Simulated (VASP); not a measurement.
A run of VASP 6.6.1:

The input INCAR:

```
SYSTEM = LiC2
PREC = Accurate ; ENCUT = 520
EDIFF = 1E-6 ; ISMEAR = 0
SIGMA = 0.1 ; LREAL = .False.
LASPH = .True. ; NELM = 100
ALGO = Normal ; ISIF = 2
LWAVE = .False. ; LCHARG = .True.
GGA = PE ; LELF = .True.
LVHAR = .True. ; NBANDS = 12
```

The input KPOINTS:

```
regular mesh
0
Gamma
  6 6 4
  0 0 0
```

The input POSCAR:

```
LiC2
1.0
    2.6799703300      0.0000000000      0.0000000000
   -1.3399851600      2.3209223800      0.0000000000
    0.0000000000      0.0000000000      4.2246580700
Li C
1 2
Direct
    0.0000000000      0.0000000000      0.0000000000
    0.6666666700      0.3333333300      0.7249647000
    0.6666666700      0.3333333300      0.2750353000
```

Potentials or basis: VASP PAW PBE potentials, release 64 (Li_sv, C).

Launch:

```sh
$ cat potpaw_PBE.64/Li_sv/POTCAR potpaw_PBE.64/C/POTCAR > POTCAR
$ mpirun -np 1 vasp_std > vasp.out
```

Hardware: 1 thread of Intel(R) Xeon(R) Platinum 8259CL CPU @ 2.50GHz (Skylake/Cascade Lake) (shared host).

Question: How long does it take, and how much memory?

Answer: Wall time 5.7 s on 1 thread of Intel(R) Xeon(R) Platinum 8259CL CPU @ 2.50GHz (Skylake/Cascade Lake), on a shared host, peak memory 0.13 GiB. Counts: scf iterations 12, k points 21.
